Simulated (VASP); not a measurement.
# Cs2AgBiBr6 (Fm-3m) in VASP: a series of runs

The runs below take Cs2AgBiBr6 through single point, with PBEsol+D3(BJ), PBEsol+D4, PBEsol.

Everything below comes from runs of VASP 6.6.1. Logs are shortened: lines on timing, memory, paths and dates and some standing lists are left out, and cuts for length are marked.

## Step 1: The cell of the first run

It takes space group Fm-3m (No. 225, cubic). The conventional cell has a = 11.036 Å, b = 11.036 Å, c = 11.036 Å, α = 90.00°, β = 90.00°, γ = 90.00°. Bi (site symmetry m-3m) has 6 Br at 2.81 Å within 3.7 Å. Within 5.1 Å of Cs (site symmetry -43m) lie 12 Br at 3.90 Å and 4 Bi at 4.78 Å and 4 Ag at 4.78 Å. Ag (site symmetry m-3m) has 6 Br at 2.71 Å within 3.6 Å. Within 3.6 Å of Br (site symmetry 4mm) lie 1 Ag at 2.71 Å and 1 Bi at 2.81 Å.

## Step 2: Single point, PBEsol+D3(BJ)

File INCAR:

```
SYSTEM = Cs2AgBiBr6
PREC = Accurate
ENCUT = 520
EDIFF = 1E-6
ISMEAR = -1
SIGMA = 0.05
LREAL = .FALSE.
LASPH = .TRUE.
NELM = 100
ALGO = Normal
ISIF = 2
LWAVE = .FALSE.
LCHARG = .FALSE.
GGA = PS
IVDW = 12
NBANDS = 54
```

File KPOINTS:

```
Automatic mesh
0
G
  4 4 4
  0 0 0
```

File POSCAR:

```
Cs2AgBiBr6
1.0
    0.0000000000      5.5181137076      5.5181137076
    5.5181137076      0.0000000000      5.5181137076
    5.5181137076      5.5181137076      0.0000000000
Bi Cs Ag Br
1 2 1 6
Direct
    0.0000000000      0.0000000000      0.0000000000
    0.7500000000      0.7500000000      0.7500000000
    0.2500000000      0.2500000000      0.2500000000
    0.5000000000      0.5000000000      0.5000000000
    0.7451641539      0.7451641539      0.2548358461
    0.2548358461      0.2548358461      0.7451641539
    0.7451641539      0.2548358461      0.2548358461
    0.7451641539      0.2548358461      0.7451641539
    0.2548358461      0.7451641539      0.7451641539
    0.2548358461      0.7451641539      0.2548358461
```

Potentials or basis: VASP PAW PBE potentials, release 64 (Bi_d, Cs_sv, Ag, Br).

Command:

```sh
$ cat potpaw_PBE.64/Bi_d/POTCAR potpaw_PBE.64/Cs_sv/POTCAR potpaw_PBE.64/Ag/POTCAR potpaw_PBE.64/Br/POTCAR > POTCAR
$ mpirun -np 1 vasp_std > vasp.out
```

OUTCAR:

```text
SYSTEM = Cs2AgBiBr6
   PREC = Accurate
   ENCUT = 520
   EDIFF = 1E-6
   ISMEAR = -1
   LREAL = .FALSE.
   LASPH = .TRUE.
   NELM = 100
   ISIF = 2
   GGA = PS
   IVDW = 12
 IVDW          = 12

 ion  position               nearest neighbor table
   1  0.000  0.000  0.000-   5 2.81   6 2.81   7 2.81   8 2.81   9 2.81  10 2.81
   2  0.750  0.750  0.750-
   3  0.250  0.250  0.250-
   4  0.500  0.500  0.500-   5 2.71   6 2.71   7 2.71   8 2.71   9 2.71  10 2.71
   5  0.745  0.745  0.255-   4 2.71   1 2.81
   6  0.255  0.255  0.745-   4 2.71   1 2.81
   7  0.745  0.255  0.255-   4 2.71   1 2.81
   8  0.745  0.255  0.745-   4 2.71   1 2.81
   9  0.255  0.745  0.745-   4 2.71   1 2.81
  10  0.255  0.745  0.255-   4 2.71   1 2.81

  LATTYP: Found a face centered cubic cell.
 ALAT       =    11.0362274152

  Lattice vectors:

 A1 = (   0.0000000000,   5.5181137076,   5.5181137076)
 A2 = (   5.5181137076,   0.0000000000,   5.5181137076)
 A3 = (   5.5181137076,   5.5181137076,   0.0000000000)

Analysis of symmetry for initial positions (statically):
=====================================================================
 Subroutine PRICEL returns:
 Original cell was already a primitive cell.

 Routine SETGRP: Setting up the symmetry group for a
 face centered cubic supercell.

 Subroutine GETGRP returns: Found 48 space group operations
 (whereof 48 operations were pure point group operations)
 out of a pool of 48 trial point group operations.

The static configuration has the point symmetry O_h .

Analysis of symmetry for dynamics (positions and initial velocities):
=====================================================================
 Subroutine PRICEL returns:
 Original cell was already a primitive cell.

 Routine SETGRP: Setting up the symmetry group for a
 face centered cubic supercell.

 Subroutine GETGRP returns: Found 48 space group operations
 (whereof 48 operations were pure point group operations)
 out of a pool of 48 trial point group operations.

The dynamic configuration has the point symmetry O_h .

 Subroutine INISYM returns: Found 48 space group operations
 (whereof 48 operations are pure point group operations),
 and found     1 'primitive' translations

----------------------------------------------------------------------------------------

                                     Primitive cell

  volume of cell :     336.0485

  direct lattice vectors                    reciprocal lattice vectors
     0.000000000  5.518113708  5.518113708    -0.090610674  0.090610674  0.090610674
     5.518113708  0.000000000  5.518113708     0.090610674 -0.090610674  0.090610674
     5.518113708  5.518113708  0.000000000     0.090610674  0.090610674 -0.090610674

  length of vectors
     7.803791244  7.803791244  7.803791244     0.156942290  0.156942290  0.156942290

  position of ions in fractional coordinates (direct lattice)
     0.000000000  0.000000000  0.000000000
     0.750000000  0.750000000  0.750000000
     0.250000000  0.250000000  0.250000000
     0.500000000  0.500000000  0.500000000
     0.745164154  0.745164154  0.254835846
     0.254835846  0.254835846  0.745164154
     0.745164154  0.254835846  0.254835846
     0.745164154  0.254835846  0.745164154
     0.254835846  0.745164154  0.745164154
     0.254835846  0.745164154  0.254835846

  ion indices of the primitive-cell ions
   primitive index   ion index
                 1           1
                 2           2
                 3           3
                 4           4
                 5           5
                 6           6
                 7           7
                 8           8
                 9           9
                10          10

----------------------------------------------------------------------------------------

 KPOINTS: Automatic mesh

Automatic generation of k-mesh.
 Grid dimensions read from file:
 generate k-points for:    4    4    4

 Generating k-lattice:

  Cartesian coordinates                     Fractional coordinates (reciprocal lattice)
    -0.022652668  0.022652668  0.022652668     0.250000000  0.000000000  0.000000000
     0.022652668 -0.022652668  0.022652668     0.000000000  0.250000000  0.000000000
     0.022652668  0.022652668 -0.022652668     0.000000000  0.000000000  0.250000000

  Length of vectors
     0.039235573  0.039235573  0.039235573

  Shift w.r.t. Gamma in fractional coordinates (k-lattice)
     0.000000000  0.000000000  0.000000000

 Subroutine IBZKPT returns following result:
 ===========================================

 Found      8 irreducible k-points:

 Following reciprocal coordinates:
            Coordinates               Weight
  0.000000  0.000000  0.000000      1.000000
  0.250000  0.000000  0.000000      8.000000
  0.500000  0.000000  0.000000      4.000000
  0.250000  0.250000  0.000000      6.000000
  0.500000  0.250000  0.000000     24.000000
 -0.250000  0.250000  0.000000     12.000000
  0.500000  0.500000  0.000000      3.000000
 -0.250000  0.500000  0.250000      6.000000
   k-points           NKPTS =      8   k-points in BZ     NKDIM =      8   number of bands    NBANDS=     54
   number of dos      NEDOS =    301   number of ions     NIONS =     10
   total plane-waves  NPLWV = 216000
   dimension x,y,z NGX =    60 NGY =   60 NGZ =   60
   dimension x,y,z NGXF=   120 NGYF=  120 NGZF=  120
   ions per type =               1   2   1   6
   NGX,Y,Z   is equivalent  to a cutoff of  12.78, 12.78, 12.78 a.u.
   NGXF,Y,Z  is equivalent  to a cutoff of  25.56, 25.56, 25.56 a.u.
 SYSTEM =  Cs2AgBiBr6
   PREC   = accura    normal or accurate (medium, high low for compatibility)
   ISTART =      0    job   : 0-new  1-cont  2-samecut
   ICHARG =      2    charge: 1-file 2-atom 10-const
   ISPIN  =      1    spin polarized calculation?
   LNONCOLLINEAR =      F non collinear calculations
   LSORBIT =      F    spin-orbit coupling
   LASPH  =      T    aspherical Exc in radial PAW
   ENCUT  =  520.0 eV  38.22 Ry    6.18 a.u.  14.51 14.51 14.51*2*pi/ulx,y,z
   NELM   =    100;   NELMIN=  2; NELMDL= -5     # of ELM steps
   EDIFF  = 0.1E-05   stopping-criterion for ELM
   LREAL  =      F    real-space projection
   EDIFFG = 0.1E-04   stopping-criterion for IOM
   NSW    =      0    number of steps for IOM
   IBRION =     -1    ionic relax: 0-MD 1-quasi-New 2-CG
   NFREE  =      0    steps in history (QN), initial steepest desc. (CG)
   ISIF   =      2    stress and relaxation
   ISYM   =      2    0-nonsym 1-usesym 2-fastsym
   POTIM  = 0.5000    time-step for ionic-motion
   TEBEG  =    0.0;   TEEND  =   0.0 temperature during run
   PSTRESS=    0.0 pullay stress
   NELECT =      86.0000    total number of electrons
   NUPDOWN=      -1.0000    fix difference up-down
   EMIN   =  10.00;   EMAX   =-10.00  energy-range for DOS
   EFERMI =   0.00;   METHOD = LEGACY
   ISMEAR =    -1;   SIGMA  =   0.05  broadening in eV -4-tet -1-fermi 0-gaus
   EFERMI_NEDOS =   21; number of points for ismear=-14 and -15
   IALGO  =     38    algorithm
   IMIX   =      4    mixing-type and parameters
     AMIX     =   0.40;   BMIX     =  1.00
     AMIX_MAG =   1.60;   BMIX_MAG =  1.00
  volume/ion in A,a.u.               =      33.60       226.78
  Fermi-wavevector in a.u.,A,eV,Ry     =   1.039378  1.964140 14.698474  1.080307
  Thomas-Fermi vector in A             =   2.173906
   LORBIT       =      0    0 simple, 1 ext, 2 COOP (PROOUT), +10 PAW based schemes
   GGA     = PS    functional components
   LHFCALC =     F    Hartree Fock is set to
   AEXX    =    0.0000 exact exchange contribution
   IVDW    =    12    specifies the selected vdW correction
   LEPSILON=     F    determine dielectric tensor
   LRPA    =     F    only Hartree local field effects (RPA)
 non-spin polarized calculation
  energy-cutoff  :      520.00
  volume of cell :      336.05
 maximum number of plane-waves:      9185
 NGX is ok and might be reduce to    60
   NGX = 29   NGY = 29   NGZ = 29

 number of electron      86.0000007 magnetization

 Free energy of the ion-electron system (eV)
  ---------------------------------------------------
  ext. energy  EPLUGINS =         0.00000000
  ---------------------------------------------------
  free energy    TOTEN  =       -31.77411545 eV

  energy without entropy =      -31.77411065  energy(sigma->0) =      -31.77411305

 E-fermi :   2.4000     XC(G=0):  -8.6094

 val. band max:        1.8892854969   @ k =   0.5000   0.5000   0.0000
 cond. band min:       2.9152058605   @ k =   0.5000   0.0000   0.0000
 fundamental gap:      1.0259203636
 Fermi energy:         2.4000488085

 k-point     1 :       0.0000    0.0000    0.0000
  band No.  band energies     occupation
      1     -21.3061      2.00000
      2     -21.3061      2.00000
      3     -21.2597      2.00000
      4     -21.2597      2.00000
      5     -21.2597      2.00000
      6     -19.0107      2.00000
[... 46 lines left out ...]
     53       6.9241      0.00000
     54       7.2038      0.00000

 k-point     2 :       0.2500    0.0000    0.0000
  band No.  band energies     occupation
      1     -21.3060      2.00000
      2     -21.3060      2.00000
      3     -21.2596      2.00000
      4     -21.2596      2.00000
      5     -21.2596      2.00000
      6     -19.0090      2.00000
[... 46 lines left out ...]
     53       7.2743      0.00000
     54       7.3976      0.00000
[... 283 lines left out ...]
     53       7.9248      0.00000
     54       8.3458      0.00000

 k-point     8 :      -0.2500    0.5000    0.2500
  band No.  band energies     occupation
      1     -21.3061      2.00000
      2     -21.3060      2.00000
      3     -21.2596      2.00000
      4     -21.2596      2.00000
      5     -21.2596      2.00000
      6     -19.0053      2.00000
[... 46 lines left out ...]
     53       7.6675      0.00000
     54       8.0106      0.00000

------------------------ aborting loop because EDIFF is reached ----------------------------------------

 Edisp (eV)   -2.52554

 E8    (eV) :    -1.7298

  FORCE on cell =-STRESS in cart. coord.  units (eV):
  Direction    XX          YY          ZZ          XY          YZ          ZX
  --------------------------------------------------------------------------------------
  -------------------------------------------------------------------------------------
  Total       0.01221     0.01221     0.01221    -0.00000    -0.00000    -0.00000
  in kB       0.05823     0.05823     0.05823    -0.00000    -0.00000    -0.00000
  external pressure =        0.06 kB  Pullay stress =        0.00 kB

 VOLUME and BASIS-vectors are now :
 -----------------------------------------------------------------------------
  energy-cutoff  :      520.00
  volume of cell :      336.05
      direct lattice vectors                 reciprocal lattice vectors
     0.000000000  5.518113708  5.518113708    -0.090610674  0.090610674  0.090610674
     5.518113708  0.000000000  5.518113708     0.090610674 -0.090610674  0.090610674
     5.518113708  5.518113708  0.000000000     0.090610674  0.090610674 -0.090610674

 POSITION                                       TOTAL-FORCE (eV/Angst)
 -----------------------------------------------------------------------------------
      0.00000      0.00000      0.00000         0.000000      0.000000      0.000000
      8.27717      8.27717      8.27717        -0.000000     -0.000000     -0.000000
      2.75906      2.75906      2.75906         0.000000     -0.000000      0.000000
      5.51811      5.51811      5.51811         0.000000     -0.000000      0.000000
      5.51811      5.51811      8.22380         0.000000      0.000000     -0.006639
      5.51811      5.51811      2.81243         0.000000      0.000000      0.006639
      2.81243      5.51811      5.51811         0.006639      0.000000      0.000000
      5.51811      8.22380      5.51811         0.000000     -0.006639      0.000000
      8.22380      5.51811      5.51811        -0.006639      0.000000      0.000000
      5.51811      2.81243      5.51811         0.000000      0.006639      0.000000
 -----------------------------------------------------------------------------------
    total drift:                                0.000000      0.000000      0.000000

  FREE ENERGIE OF THE ION-ELECTRON SYSTEM (eV)
  ---------------------------------------------------
  free  energy   TOTEN  =       -34.2996567227 eV

  energy  without entropy=      -34.2996519196  energy(sigma->0) =      -34.29965432
```

Wall time 100 s (1 thread of Intel Xeon 6975P-C (Granite Rapids), shared host); peak memory 0.6 GiB.

Results:

```yaml
Free_energy: -34.2997 eV
Pressure: 0.0 GPa
Largest_force: 0.007 eV/Å
Band_gap_on_the_k_mesh: 1.03 eV (least direct gap 2.34 eV)
Dispersion_energy_per_atom: -0.253 eV
```

Forces on the atoms (eV/Å):
```
Bi   0.000  0.000  0.000
Cs   0.000  0.000  0.000
Cs   0.000  0.000  0.000
Ag   0.000  0.000  0.000
Br   0.000  0.000 -0.007
Br   0.000  0.000  0.007
Br   0.007  0.000  0.000
Br   0.000 -0.007  0.000
Br  -0.007  0.000  0.000
Br   0.000  0.007  0.000
```

Levels at points of the mesh, in eV from the valence-band top:
```csv
k point,band 40,band 41,band 42,band 43,band 44,band 45,band 46,band 47
"(0.00, 0.00, 0.00)",-1.42,-1.42,-0.69,-0.69,1.96,1.96,1.96,3.37
"(0.50, 0.00, 0.00)",-1.77,-1.67,-1.39,-1.39,1.03,3.56,3.56,4.71
"(0.50, 0.50, 0.00)",-1.81,-1.44,-0.70,0.00,2.53,2.53,2.94,4.59
```

Caveat: the PAW data sets were made with another functional, which shifts forces and pressure a little; spin-orbit coupling is left out, which moves the levels of the heavy elements.

[end of part 1 of 3]
